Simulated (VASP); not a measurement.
Set up this calculation in VASP 6.6.1, as the native input.

```yaml
Task: single point
Functional: PBE
Potentials_or_basis: VASP PAW PBE potentials, release 64 (Pb_d, Se)
Cutoff: 520 eV
k_mesh: 4 × 4 × 4
Occupations: gaussian, width 0.01 eV
Spin: no spin polarisation
Dipole_correction: no
Further_INCAR_settings: ALGO = Normal; EDIFF = 1e-06; NBANDS = 17
```

The structure of PbSe lies in POSCAR:

```
PbSe
1.0
    0.0000000000      3.4232041329      3.4232041329
    3.4232041329      0.0000000000      3.4232041329
    3.4232041329      3.4232041329      0.0000000000
Pb Se
1 1
Direct
    0.0000000000      0.0000000000      0.0000000000
    0.2500000000      0.2500000000      0.2500000000
```

The input as run:

INCAR

```
ALGO     = Normal         # electronic algorithm
EDIFF    = 1E-6           # SCF threshold, eV
ENCUT    = 520            # plane-wave cutoff, eV
GGA      = PE             # functional
ISIF     = 2              # what is computed and relaxed
ISMEAR   = 0              # smearing method
LASPH    = True           # aspherical terms in the spheres
LCHARG   = True           # write CHGCAR
LELF     = True           # ELF
LREAL    = False          # projectors in reciprocal space
LVHAR    = True         
LWAVE    = False          # write WAVECAR
NBANDS   = 17             # bands
NELM     = 60             # most SCF steps
PREC     = Accurate       # precision mode
SIGMA    = 0.01           # smearing width, eV
```

KPOINTS

```
k-points
0
Gamma
  4 4 4
```

Potentials or basis: VASP PAW PBE potentials, release 64 (Pb_d, Se).

Launch:

```bash
$ cat potpaw_PBE.64/Pb_d/POTCAR potpaw_PBE.64/Se/POTCAR > POTCAR
$ mpirun -np 1 vasp_std > vasp.out
```

Results of the run:

The pressure is 0.7 GPa and the band gap on the k mesh is 0.62 eV, indirect (least direct gap 1.15 eV).

Caveat: spin-orbit coupling is left out, which moves the levels of the heavy elements.

Wall time 14 s on 1 thread of AMD EPYC 9R14 (Zen 4), with other jobs on the host, peak memory 0.17 GiB.
